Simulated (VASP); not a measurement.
# Ge (Im-3m) in VASP: further runs

Ge is run at these levels: RPBE; tasks: single point.

Program: VASP 6.6.1. These are calculated values, not measurements. Logs are shortened: lines on timing, memory, paths and dates and some standing lists are left out, and cuts for length are marked.

## (1) The cell of the first run

It takes space group Im-3m (No. 229, cubic). The conventional cell has a = 3.411 Å, b = 3.411 Å, c = 3.411 Å, α = 90.00°, β = 90.00°, γ = 90.00°. Within 3.9 Å of Ge (site symmetry m-3m) lie 14 Ge at 2.95 to 3.41 Å.

This isn't the form of Ge at room conditions, which is diamond.

## (2) Single point, RPBE

File INCAR:

```
  PREC = Accurate
  ENCUT = 520
  EDIFF = 1E-6
  ISMEAR = -1
  SIGMA = 0.1
  LREAL = False
  LASPH = True
  NELM = 100
  ALGO = Normal
  ISIF = 2
  LWAVE = False
  LCHARG = False
  GGA = RP
  NBANDS = 13
```

File KPOINTS:

```
Automatic mesh
0
Gamma
  13 13 13
```

File POSCAR:

```
Ge
1.0
   -1.7052586292      1.7052586292      1.7052586292
    1.7052586292     -1.7052586292      1.7052586292
    1.7052586292      1.7052586292     -1.7052586292
Ge
1
Direct
    0.0000000000      0.0000000000      0.0000000000
```

Potentials or basis: VASP PAW PBE potentials, release 64 (Ge_d).

The run is started by

```bash
$ cat potpaw_PBE.64/Ge_d/POTCAR > POTCAR
$ mpirun -np 1 vasp_std > vasp.out
```

OUTCAR:

```text
PREC = Accurate
   ENCUT = 520
   EDIFF = 1E-6
   ISMEAR = -1
   LREAL = False
   LASPH = True
   NELM = 100
   ISIF = 2
   GGA = RP

 ion  position               nearest neighbor table
   1  0.000  0.000  0.000-

  LATTYP: Found a body centered cubic cell.
 ALAT       =     3.4105172584

  Lattice vectors:

 A1 = (  -1.7052586292,   1.7052586292,   1.7052586292)
 A2 = (   1.7052586292,  -1.7052586292,   1.7052586292)
 A3 = (   1.7052586292,   1.7052586292,  -1.7052586292)

Analysis of symmetry for initial positions (statically):
=====================================================================
 Subroutine PRICEL returns:
 Original cell was already a primitive cell.

 Routine SETGRP: Setting up the symmetry group for a
 body centered cubic supercell.

 Subroutine GETGRP returns: Found 48 space group operations
 (whereof 48 operations were pure point group operations)
 out of a pool of 48 trial point group operations.

The static configuration has the point symmetry O_h .

Analysis of symmetry for dynamics (positions and initial velocities):
=====================================================================
 Subroutine PRICEL returns:
 Original cell was already a primitive cell.

 Routine SETGRP: Setting up the symmetry group for a
 body centered cubic supercell.

 Subroutine GETGRP returns: Found 48 space group operations
 (whereof 48 operations were pure point group operations)
 out of a pool of 48 trial point group operations.

The dynamic configuration has the point symmetry O_h .

 Subroutine INISYM returns: Found 48 space group operations
 (whereof 48 operations are pure point group operations),
 and found     1 'primitive' translations

----------------------------------------------------------------------------------------

                                     Primitive cell

  volume of cell :      19.8349

  direct lattice vectors                    reciprocal lattice vectors
    -1.705258629  1.705258629  1.705258629     0.000000000  0.293210655  0.293210655
     1.705258629 -1.705258629  1.705258629     0.293210655  0.000000000  0.293210655
     1.705258629  1.705258629 -1.705258629     0.293210655  0.293210655  0.000000000

  length of vectors
     2.953594586  2.953594586  2.953594586     0.414662485  0.414662485  0.414662485

  position of ions in fractional coordinates (direct lattice)
     0.000000000  0.000000000  0.000000000

  ion indices of the primitive-cell ions
   primitive index   ion index
                 1           1

----------------------------------------------------------------------------------------

 KPOINTS: Automatic mesh

Automatic generation of k-mesh.
 Grid dimensions read from file:
 generate k-points for:   13   13   13

 Generating k-lattice:

  Cartesian coordinates                     Fractional coordinates (reciprocal lattice)
     0.000000000  0.022554666  0.022554666     0.076923077  0.000000000  0.000000000
     0.022554666  0.000000000  0.022554666     0.000000000  0.076923077  0.000000000
     0.022554666  0.022554666  0.000000000     0.000000000  0.000000000  0.076923077

  Length of vectors
     0.031897114  0.031897114  0.031897114

  Shift w.r.t. Gamma in fractional coordinates (k-lattice)
     0.000000000  0.000000000  0.000000000

 Subroutine IBZKPT returns following result:
 ===========================================

 Found     84 irreducible k-points:

 Following reciprocal coordinates:
            Coordinates               Weight
  0.000000  0.000000  0.000000      1.000000
  0.076923  0.000000  0.000000     12.000000
  0.153846  0.000000  0.000000     12.000000
  0.230769  0.000000  0.000000     12.000000
  0.307692  0.000000  0.000000     12.000000
  0.384615  0.000000  0.000000     12.000000
[... 16 lines left out ...]
  0.153846  0.076923  0.076923     24.000000
  0.230769  0.076923  0.076923     24.000000
 [... further k-points ...]
   k-points           NKPTS =     84   k-points in BZ     NKDIM =     84   number of bands    NBANDS=     13
   number of dos      NEDOS =    301   number of ions     NIONS =      1
   total plane-waves  NPLWV =  13824
   dimension x,y,z NGX =    24 NGY =   24 NGZ =   24
   dimension x,y,z NGXF=    48 NGYF=   48 NGZF=   48
   ions per type =               1
   NGX,Y,Z   is equivalent  to a cutoff of  13.51, 13.51, 13.51 a.u.
   NGXF,Y,Z  is equivalent  to a cutoff of  27.02, 27.02, 27.02 a.u.
 SYSTEM =  unknown system
   PREC   = accura    normal or accurate (medium, high low for compatibility)
   ISTART =      0    job   : 0-new  1-cont  2-samecut
   ICHARG =      2    charge: 1-file 2-atom 10-const
   ISPIN  =      1    spin polarized calculation?
   LNONCOLLINEAR =      F non collinear calculations
   LSORBIT =      F    spin-orbit coupling
   LASPH  =      T    aspherical Exc in radial PAW
   ENCUT  =  520.0 eV  38.22 Ry    6.18 a.u.   5.49  5.49  5.49*2*pi/ulx,y,z
   NELM   =    100;   NELMIN=  2; NELMDL= -5     # of ELM steps
   EDIFF  = 0.1E-05   stopping-criterion for ELM
   LREAL  =      F    real-space projection
   EDIFFG = 0.1E-04   stopping-criterion for IOM
   NSW    =      0    number of steps for IOM
   IBRION =     -1    ionic relax: 0-MD 1-quasi-New 2-CG
   NFREE  =      0    steps in history (QN), initial steepest desc. (CG)
   ISIF   =      2    stress and relaxation
   ISYM   =      2    0-nonsym 1-usesym 2-fastsym
   POTIM  = 0.5000    time-step for ionic-motion
   TEBEG  =    0.0;   TEEND  =   0.0 temperature during run
   PSTRESS=    0.0 pullay stress
   NELECT =      14.0000    total number of electrons
   NUPDOWN=      -1.0000    fix difference up-down
   EMIN   =  10.00;   EMAX   =-10.00  energy-range for DOS
   EFERMI =   0.00;   METHOD = LEGACY
   ISMEAR =    -1;   SIGMA  =   0.10  broadening in eV -4-tet -1-fermi 0-gaus
   EFERMI_NEDOS =   21; number of points for ismear=-14 and -15
   IALGO  =     38    algorithm
   IMIX   =      4    mixing-type and parameters
     AMIX     =   0.40;   BMIX     =  1.00
     AMIX_MAG =   1.60;   BMIX_MAG =  1.00
  volume/ion in A,a.u.               =      19.83       133.85
  Fermi-wavevector in a.u.,A,eV,Ry     =   1.457607  2.754479 28.907204  2.124620
  Thomas-Fermi vector in A             =   2.574389
   LORBIT       =      0    0 simple, 1 ext, 2 COOP (PROOUT), +10 PAW based schemes
   GGA     = RP    functional components
   LHFCALC =     F    Hartree Fock is set to
   AEXX    =    0.0000 exact exchange contribution
   IVDW    =     0    specifies the selected vdW correction
   LEPSILON=     F    determine dielectric tensor
   LRPA    =     F    only Hartree local field effects (RPA)
 non-spin polarized calculation
  energy-cutoff  :      520.00
  volume of cell :       19.83
 maximum number of plane-waves:       555
 NGX is ok and might be reduce to    24
   NGX = 11   NGY = 11   NGZ = 11

 number of electron      13.9999989 magnetization

 Free energy of the ion-electron system (eV)
  ---------------------------------------------------
  ext. energy  EPLUGINS =         0.00000000
  ---------------------------------------------------
  free energy    TOTEN  =        -3.82457798 eV

  energy without entropy =       -3.80500794  energy(sigma->0) =       -3.81479296

 E-fermi :   6.3451     XC(G=0): -10.9505

 val. band max:        6.3206885446   @ k =   0.3077   0.1538   0.1538
 cond. band min:       6.3527577438   @ k =  -0.4615   0.4615   0.3846
 fundamental gap:      0.0320691992
 Fermi energy:         6.3450664313

 k-point     1 :       0.0000    0.0000    0.0000
  band No.  band energies     occupation
      1     -18.4316      2.00000
      2     -18.4316      2.00000
      3     -18.4316      2.00000
      4     -18.3582      2.00000
      5     -18.3582      2.00000
      6      -6.3695      2.00000
      7      15.0882      0.00000
      8      15.0882      0.00000
      9      15.0882      0.00000
     10      20.8935      0.00000
     11      20.8935      0.00000
     12      20.8935      0.00000
     13      23.0192      0.00000

 k-point     2 :       0.0769    0.0000    0.0000
  band No.  band energies     occupation
      1     -18.4331      2.00000
      2     -18.4296      2.00000
      3     -18.4250      2.00000
      4     -18.3598      2.00000
      5     -18.3584      2.00000
      6      -6.2192      2.00000
      7      13.9422      0.00000
      8      14.5596      0.00000
      9      14.9484      0.00000
     10      19.9475      0.00000
     11      19.9880      0.00000
     12      21.7053      0.00000
     13      22.0248      0.00000

 k-point     3 :       0.1538    0.0000    0.0000
  band No.  band energies     occupation
      1     -18.4370      2.00000
      2     -18.4246      2.00000
      3     -18.4065      2.00000
      4     -18.3637      2.00000
      5     -18.3589      2.00000
      6      -5.7687      2.00000
      7      11.4860      0.00000
      8      13.4877      0.00000
      9      14.5596      0.00000
     10      18.4663      0.00000
     11      18.6454      0.00000
     12      21.6397      0.00000
     13      22.5503      0.00000

 k-point     4 :       0.2308    0.0000    0.0000
  band No.  band energies     occupation
      1     -18.4427      2.00000
      2     -18.4198      2.00000
      3     -18.3803      2.00000
      4     -18.3674      2.00000
      5     -18.3595      2.00000
      6      -5.0200      2.00000
      7       8.7391      0.00000
      8      12.4114      0.00000
      9      14.0292      0.00000
     10      17.2705      0.00000
     11      17.5499      0.00000
     12      21.8787      0.00000
     13      23.2583      0.00000

 k-point     5 :       0.3077    0.0000    0.0000
  band No.  band energies     occupation
      1     -18.4486      2.00000
      2     -18.4188      2.00000
      3     -18.3678      2.00000
      4     -18.3602      2.00000
      5     -18.3523      2.00000
      6      -3.9815      2.00000
      7       6.0776      1.87097
      8      11.5297      0.00000
      9      13.5044      0.00000
     10      16.4023      0.00000
     11      16.7188      0.00000
     12      22.6243      0.00000
     13      24.2122      0.00000
[... 257 lines left out ...]
 k-point    22 :       0.0769    0.0769    0.0769
  band No.  band energies     occupation
      1     -18.4331      2.00000
      2     -18.4331      2.00000
      3     -18.3920      2.00000
      4     -18.3619      2.00000
      5     -18.3619      2.00000
      6      -5.4688      2.00000
      7      10.6555      0.00000
      8      12.8863      0.00000
      9      12.8863      0.00000
     10      19.2633      0.00000
     11      19.2633      0.00000
     12      22.8420      0.00000
     13      22.8582      0.00000

 k-point    23 :       0.1538    0.0769    0.0769
  band No.  band energies     occupation
      1     -18.4386      2.00000
      2     -18.4276      2.00000
      3     -18.3706      2.00000
      4     -18.3650      2.00000
      5     -18.3612      2.00000
      6      -4.7220      2.00000
      7       8.5829      0.00000
      8      11.0778      0.00000
      9      12.0384      0.00000
     10      19.2026      0.00000
     11      19.2419      0.00000
     12      22.9036      0.00000
     13      23.5161      0.00000

 k-point    24 :       0.2308    0.0769    0.0769
  band No.  band energies     occupation
      1     -18.4440      2.00000
      2     -18.4216      2.00000
      3     -18.3670      2.00000
      4     -18.3609      2.00000
      5     -18.3497      2.00000
      6      -3.6882      2.00000
      7       6.2079      1.59519
      8       9.8687      0.00000
      9      11.3186      0.00000
     10      18.6810      0.00000
     11      19.0572      0.00000
     12      23.2832      0.00000
     13      24.4725      0.00000

 [... further k-points ...]

------------------------ aborting loop because EDIFF is reached ----------------------------------------

  FORCE on cell =-STRESS in cart. coord.  units (eV):
  Direction    XX          YY          ZZ          XY          YZ          ZX
  --------------------------------------------------------------------------------------
  -------------------------------------------------------------------------------------
  Total       -0.0119567     -0.0119567     -0.0119567     -0.0000000     -0.0000000     -0.0000000
  in kB       -0.9658049     -0.9658049     -0.9658049     -0.0000000     -0.0000000     -0.0000000
  external PRESSURE =      -0.9658049 kB  Pullay stress =       0.0000000 kB

 VOLUME and BASIS-vectors are now :
 -----------------------------------------------------------------------------
  energy-cutoff  :      520.00
  volume of cell :       19.83
      direct lattice vectors                 reciprocal lattice vectors
    -1.705258629  1.705258629  1.705258629     0.000000000  0.293210655  0.293210655
     1.705258629 -1.705258629  1.705258629     0.293210655  0.000000000  0.293210655
     1.705258629  1.705258629 -1.705258629     0.293210655  0.293210655  0.000000000

 POSITION                                       TOTAL-FORCE (eV/Angst)
 -----------------------------------------------------------------------------------
      0.00000      0.00000      0.00000        -0.000000      0.000000      0.000000
 -----------------------------------------------------------------------------------
    total drift:                                0.000000      0.000000      0.000000

  FREE ENERGIE OF THE ION-ELECTRON SYSTEM (eV)
  ---------------------------------------------------
  free  energy   TOTEN  =        -3.8245779827 eV

  energy  without entropy=       -3.8050079400  energy(sigma->0) =       -3.81479296
```

Wall time 21 s (1 thread of Intel Xeon 8259CL, shared host); peak memory 0.15 GiB.

Results:

```yaml
Free_energy: -3.8246 eV
Pressure: -0.1 GPa
Band_gap_on_the_k_mesh: zero (bands 7 and 8 overlap by 11.43 eV)
```

Levels at points of the mesh, in eV from the Fermi level:
| k point | band 5 | band 6 | band 7 | band 8 | band 9 | band 10 |
| --- | --- | --- | --- | --- | --- | --- |
| (0.00, 0.00, 0.00) | -24.70 | -12.71 | 8.74 | 8.74 | 8.74 | 14.55 |

Caveat: the PAW data sets were made with another functional, which shifts forces and pressure a little.

## (3) Single point, RPBE (18.25 Å³/atom)

This run uses another cell than the first one, of 18.25 Å³/atom.

File INCAR:

```
SYSTEM = Ge
PREC = Accurate ; ENCUT = 520
EDIFF = 1E-7 ; ISMEAR = -1
SIGMA = 0.1 ; LREAL = .FALSE.
LASPH = .TRUE. ; NELM = 80
ALGO = Normal ; ISIF = 2
LWAVE = .FALSE. ; LCHARG = .FALSE.
GGA = RP ; NBANDS = 13
```

File KPOINTS:

```
Automatic mesh
0
G
  15 15 15
  0 0 0
```

File POSCAR:

```
Ge
1.0
   -1.6585154886      1.6585154886      1.6585154886
    1.6585154886     -1.6585154886      1.6585154886
    1.6585154886      1.6585154886     -1.6585154886
Ge
1
Direct
    0.0000000000      0.0000000000      0.0000000000
```

Potentials or basis: VASP PAW PBE potentials, release 64 (Ge_d).

The run is started by

```bash
$ cat potpaw_PBE.64/Ge_d/POTCAR > POTCAR
$ mpirun -np 1 vasp_std > vasp.out
```

It took 34 s on 1 thread of Intel Xeon 8259CL, shared host; peak memory 0.15 GiB.

Results (log left out):

```yaml
Free_energy: -3.8002 eV
Pressure: 5.3 GPa
Band_gap_on_the_k_mesh: zero (bands 7 and 8 overlap by 12.75 eV)
```

Levels at points of the mesh, in eV from the Fermi level:
```tsv
k point	band 5	band 6	band 7	band 8	band 9	band 10
(0.00, 0.00, 0.00)	-24.74	-13.43	9.59	9.59	9.59	15.16
```

Caveat: the cell stands under pressure; the PAW data sets were made with another functional, which shifts forces and pressure a little.

## (4) Single point, RPBE (19.04 Å³/atom)

This run uses another cell than the first one, of 19.04 Å³/atom.

File INCAR:

```
SYSTEM = Ge
PREC = Accurate
ENCUT = 520
EDIFF = 1E-7
ISMEAR = -1
SIGMA = 0.1
LREAL = .FALSE.
LASPH = .TRUE.
NELM = 60
ALGO = Normal
ISIF = 2
LWAVE = .FALSE.
LCHARG = .FALSE.
GGA = RP
NBANDS = 13
```

File KPOINTS:

```
regular mesh
0
G
  15 15 15
  0 0 0
```

File POSCAR:

```
Ge
1.0
   -1.6822117685      1.6822117685      1.6822117685
    1.6822117685     -1.6822117685      1.6822117685
    1.6822117685      1.6822117685     -1.6822117685
Ge
1
Direct
    0.0000000000      0.0000000000      0.0000000000
```

The run is started by

```bash
$ cat potpaw_PBE.64/Ge_d/POTCAR > POTCAR
$ mpirun -np 1 vasp_std > vasp.out
```

It took 32 s on 1 thread of Intel Xeon 8259CL, shared host; peak memory 0.15 GiB.

Results (log left out):

```yaml
Free_energy: -3.8185 eV
Pressure: 2.1 GPa
Band_gap_on_the_k_mesh: zero (bands 7 and 8 overlap by 12.13 eV)
```

Levels at points of the mesh, in eV from the Fermi level:
| k point | band 3 | band 4 | band 5 | band 6 | band 7 | band 8 | band 9 | band 10 | band 11 | band 12 |
| --- | --- | --- | --- | --- | --- | --- | --- | --- | --- | --- |
| (0.00, 0.00, 0.00) | -24.83 | -24.74 | -24.74 | -13.08 | 9.13 | 9.13 | 9.13 | 14.82 | 14.82 | 14.82 |

Caveat: the PAW data sets were made with another functional, which shifts forces and pressure a little.

## (5) Single point, RPBE (20.63 Å³/atom)

This run uses another cell than the first one, of 20.63 Å³/atom.

File INCAR:

```
ALGO = Normal
EDIFF = 1E-7
ENCUT = 520
GGA = RP
ISIF = 2
ISMEAR = -1
LASPH = True
LCHARG = True
LELF = True
LREAL = False
LVHAR = True
LWAVE = False
NBANDS = 13
NELM = 80
PREC = Accurate
SIGMA = 0.1
```

File KPOINTS:

```
k-points
0
Gamma
  15 15 15
```

File POSCAR:

```
Ge
1.0
   -1.7276988161      1.7276988161      1.7276988161
    1.7276988161     -1.7276988161      1.7276988161
    1.7276988161      1.7276988161     -1.7276988161
Ge
1
Direct
    0.0000000000      0.0000000000      0.0000000000
```

The run is started by

```bash
$ cat potpaw_PBE.64/Ge_d/POTCAR > POTCAR
$ mpirun -np 1 vasp_std > vasp.out
```

Run time: 31 s. Hardware: 1 thread of Intel Xeon 8259CL, shared host; peak memory 0.16 GiB.

It converged, with:

| Item | Value |
| --- | --- |
| Free energy | -3.8161 eV |
| Pressure | -2.4 GPa |
| Band gap on the k mesh | zero (bands 7 and 8 overlap by 11.03 eV) |

Levels at points of the mesh, in eV from the Fermi level:
```
           k point  band 3  band 4  band 5  band 6  band 7  band 8  band 9  band 10  band 11  band 12
(0.00, 0.00, 0.00)  -24.81  -24.74  -24.74  -12.44    8.33    8.33    8.33    14.23    14.23    14.23
```

Caveat: the PAW data sets were made with another functional, which shifts forces and pressure a little.

## (6) Single point, RPBE (21.42 Å³/atom)

This run uses another cell than the first one, of 21.42 Å³/atom.

File INCAR:

```
SYSTEM = Ge
ALGO = Normal ; EDIFF = 1E-6
ENCUT = 520 ; GGA = RP
ISIF = 2 ; ISMEAR = -1
LASPH = .TRUE. ; LCHARG = .TRUE.
LELF = .TRUE. ; LREAL = .FALSE.
LVHAR = .TRUE. ; LWAVE = .FALSE.
NBANDS = 13 ; NELM = 60
PREC = Accurate ; SIGMA = 0.1
```

File KPOINTS:

```
k-points
0
G
  15 15 15
  0 0 0
```

File POSCAR:

```
Ge
1.0
   -1.7495707433      1.7495707433      1.7495707433
    1.7495707433     -1.7495707433      1.7495707433
    1.7495707433      1.7495707433     -1.7495707433
Ge
1
Direct
    0.0000000000      0.0000000000      0.0000000000
```

Potentials or basis: VASP PAW PBE potentials, release 64 (Ge_d).

The run is started by

```bash
$ cat potpaw_PBE.64/Ge_d/POTCAR > POTCAR
$ mpirun -np 1 vasp_std > vasp.out
```

Wall time 30 s (1 thread of Intel Xeon 8259CL, shared host); peak memory 0.16 GiB.

It converged, with:

```
Free energy            : -3.8004 eV
Pressure               : -4.1 GPa
Band gap on the k mesh : zero (bands 7 and 8 overlap by 10.54 eV)
```

Levels at points of the mesh, in eV from the Fermi level:
```csv
k point,band 4,band 5,band 6,band 7,band 8,band 9,band 10,band 11
"(0.00, 0.00, 0.00)",-24.75,-24.75,-12.16,7.97,7.97,7.97,13.97,13.97
```

Caveat: the cell stands under tension; the PAW data sets were made with another functional, which shifts forces and pressure a little.

## (7) Overview

```tsv
cell	k mesh	gap on the mesh (eV)	pressure (GPa)
a = 2.954 Å, angles 109.5°, 1 atom	13 × 13 × 13	none	-0.1
a = 2.873 Å, angles 109.5°, 1 atom	15 × 15 × 15	none	5.3
a = 2.914 Å, angles 109.5°, 1 atom	15 × 15 × 15	none	2.1
a = 2.992 Å, angles 109.5°, 1 atom	15 × 15 × 15	none	-2.4
a = 3.030 Å, angles 109.5°, 1 atom	15 × 15 × 15	none	-4.1
```

Alike in all rows: task single point; level RPBE; potentials or basis VASP PAW PBE potentials, release 64 (Ge_d); no spin polarisation; cutoff (eV) 520; smearing fermi-dirac 0.1 eV.

Caveats: the PAW data sets were made with another functional, which shifts forces and pressure a little; the cell stands under pressure (at least some runs); the cell stands under tension (at least some runs).

Absolute energies hang on the potentials; compare differences alone.
